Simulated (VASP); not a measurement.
Set up this calculation in VASP 6.6.1, as the native input.

```
Task                   : single point
Functional             : PBE
Potentials or basis    : VASP PAW PBE potentials, release 64 (Ti_sv, B)
Cutoff                 : 520 eV
k mesh                 : 6 × 6 × 6
Occupations            : gaussian, width 0.1 eV
Spin                   : no spin polarisation
Dipole correction      : no
Further INCAR settings : ALGO = Fast; EDIFF = 1e-07; NBANDS = 36
```

The structure of Ti2B lies in POSCAR:

```
Ti2B
1.0
    5.5902253163      0.0000000000      0.0000000000
   -2.7951126581      4.8412771368      0.0000000000
    0.0000000000      0.0000000000      3.1438749522
Ti B
4 2
Direct
    0.5000000000      0.0000000000      0.0000000000
    0.0000000000      0.5000000000      0.0000000000
    0.5000000000      0.5000000000      0.0000000000
    0.0000000000      0.0000000000      0.5000000000
    0.3333333333      0.6666666667      0.5000000000
    0.6666666667      0.3333333333      0.5000000000
```

The cell was built from a structure type or drawn by symmetry, and may not be a known phase.

One way to write it, as run:

INCAR

```
SYSTEM = Ti2B
PREC = Accurate
ENCUT = 520
EDIFF = 1E-7
ISMEAR = 0
SIGMA = 0.1
LREAL = .False.
LASPH = .True.
NELM = 80
ALGO = Fast
ISIF = 2
LWAVE = .False.
LCHARG = .True.
GGA = PE
LELF = .True.
LVHAR = .True.
NBANDS = 36
```

KPOINTS

```
regular mesh
0
Gamma
  6 6 6
  0 0 0
```

Potentials or basis: VASP PAW PBE potentials, release 64 (Ti_sv, B).

Command:

```sh
$ cat potpaw_PBE.64/Ti_sv/POTCAR potpaw_PBE.64/B/POTCAR > POTCAR
$ mpirun -np 1 vasp_std > vasp.out
```

Results of the run:

```json
{"Pressure": "-0.2 GPa", "Band gap on the k mesh": "zero (bands 27 and 28 overlap by 0.41 eV)"}
```

It took 2.9 min on 1 thread of Intel(R) Xeon(R) 6975P-C (Granite Rapids) (shared host), peak memory 0.23 GiB.
